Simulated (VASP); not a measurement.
Here is a VASP 6.6.1 calculation.

INCAR

```
SYSTEM = CoH
ALGO     = Normal         ! electronic algorithm
EDIFF    = 1E-6           ! SCF threshold, eV
EDIFFG   = -0.005         ! ionic threshold
ENCUT    = 600            ! plane-wave cutoff, eV
GGA      = PS             ! functional
IBRION   = 2              ! ionic algorithm
ISIF     = 3              ! what is computed and relaxed
ISMEAR   = 0              ! smearing method
ISPIN    = 2              ! spin polarisation
LASPH    = .TRUE.         ! aspherical terms in the spheres
LCHARG   = .FALSE.        ! write CHGCAR
LMAXMIX  = 4              ! l up to which the mixer works
LORBIT   = 11             ! projections on sites
LREAL    = .FALSE.        ! projectors in reciprocal space
LWAVE    = .FALSE.        ! write WAVECAR
MAGMOM   = 1.28 0         ! initial moments
NELM     = 150            ! most SCF steps
NSW      = 100            ! ionic steps
PREC     = Accurate       ! precision mode
SIGMA    = 0.1            ! smearing width, eV
```

Contents of KPOINTS:

```
k-points
0
G
  20 20 20
  0 0 0
```

POSCAR

```
CoH
1.0
    0.0000000000      1.8429617100      1.8429617100
    1.8429617100      0.0000000000      1.8429617100
    1.8429617100      1.8429617100      0.0000000000
Co H
1 1
Direct
    0.0000000000      0.0000000000      0.0000000000
    0.5000000000      0.5000000000      0.5000000000
```

Potentials or basis: VASP PAW PBE potentials, release 64 (Co, H).

Launch:

```console
$ cat potpaw_PBE.64/Co/POTCAR potpaw_PBE.64/H/POTCAR > POTCAR
$ mpirun -np 1 vasp_std > vasp.out
```

Problem. What does it give for the relaxed cell?

Solution. a = 2.580 Å, b = 2.580 Å, c = 2.580 Å, α = 60.00°, β = 60.00°, γ = 60.00°.

Problem. What does it give for the relaxed volume?

Solution. 6.07 Å³/atom.

Problem. What does it give for the site moments?

Solution. Co +1.15; H -0.01 μB.

Final structure:
```cif
data_structure
_symmetry_space_group_name_H-M 'P 1'
_symmetry_Int_Tables_number 1
_cell_length_a 2.5798
_cell_length_b 2.5798
_cell_length_c 2.5798
_cell_angle_alpha 60.000
_cell_angle_beta 60.000
_cell_angle_gamma 60.000
_cell_volume 12.14
loop_
_atom_site_label
_atom_site_type_symbol
_atom_site_fract_x
_atom_site_fract_y
_atom_site_fract_z
_atom_site_occupancy
Co1 Co 0.00000 0.00000 0.00000 1
H1 H 0.50000 0.50000 0.50000 1
```

Caveat: the PAW data sets were made with another functional, which shifts forces and pressure a little.
